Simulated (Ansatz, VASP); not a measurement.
HfN: VASP beside Ansatz

Contents of INCAR:

```
ALGO     = Normal         # electronic algorithm
EDIFF    = 1E-8           # SCF threshold, eV
ENCUT    = 520            # plane-wave cutoff, eV
GGA      = PS             # functional
ISIF     = 2              # what is computed and relaxed
ISMEAR   = -1             # smearing method
LASPH    = True           # aspherical terms in the spheres
LCHARG   = False          # write CHGCAR
LEFG     = True         
LREAL    = False          # projectors in reciprocal space
LWAVE    = False          # write WAVECAR
NBANDS   = 14             # bands
NELM     = 60             # most SCF steps
PREC     = Accurate       # precision mode
SIGMA    = 0.01           # smearing width, eV
```

The input KPOINTS:

```
k-points
0
Gamma
  10 10 10
```

The input POSCAR:

```
HfN
1.0
   -0.0451800000      2.2364100000      2.2364100000
    2.2364100000     -0.0451800000      2.2364100000
    2.2364100000      2.2364100000     -0.0451800000
Hf N
1 1
Direct
    0.0000000000      0.0000000000      0.0000000000
    0.5000000000      0.5000000000      0.5000000000
```

Input for Ansatz:

```yaml
crystal:
  lattice:
    - [-0.04518, 2.23641, 2.23641]
    - [2.23641, -0.04518, 2.23641]
    - [2.23641, 2.23641, -0.04518]
  atoms:
    - { symbol: Hf, position: [0.0, 0.0, 0.0] }
    - { symbol: "N", position: [0.5, 0.5, 0.5] }
kpoints:
  mp_grid: { grid: [10, 10, 10] }
scf:
  occupations: { method: fermi_dirac, width: 0.01 }
hamiltonian:
  xc: pbesol
  pseudopotentials: { kind: all_electron, datasets: crystal }
output:
  forces: true
  stress: true
  eigenvalues: true
  efg: { contact_densities: true }
```

Change from the starting cell: equal xy, yz and zx shear strains of -2 %, crystal datasets.

Alike in both runs: task electric field gradients; functional PBEsol; k mesh 10 × 10 × 10; occupations fermi-dirac, width 0.01 eV; no spin polarisation.

```csv
,VASP,Ansatz
version,VASP 6.6.1,Ansatz 0.2.0
potentials or method,"VASP PAW PBE potentials, release 64 (Hf_pv, N), cutoff 520 eV","all-electron PAW with datasets made for the crystal, scalar-relativistic"
```

Ansatz gave:

| Quantity | Value |
| --- | --- |
| pressure (GPa) | -2.9 |
| traceless stress, the component that is largest in VASP (GPa) | 2.27 |
| size of Vzz on the site where it differs most (V/Å²) | 15.7 |

Q: What did VASP give for the same quantities?

A: Pressure (GPa): -5.1; traceless stress, the component that is largest in VASP (GPa): 2.30; size of Vzz on the site where it differs most (V/Å²): 14.6.

VASP's potentials were made for PBE, not for PBEsol. Ansatz ran all-electron here, and VASP with PAW potentials.

Spin-orbit coupling is off throughout.
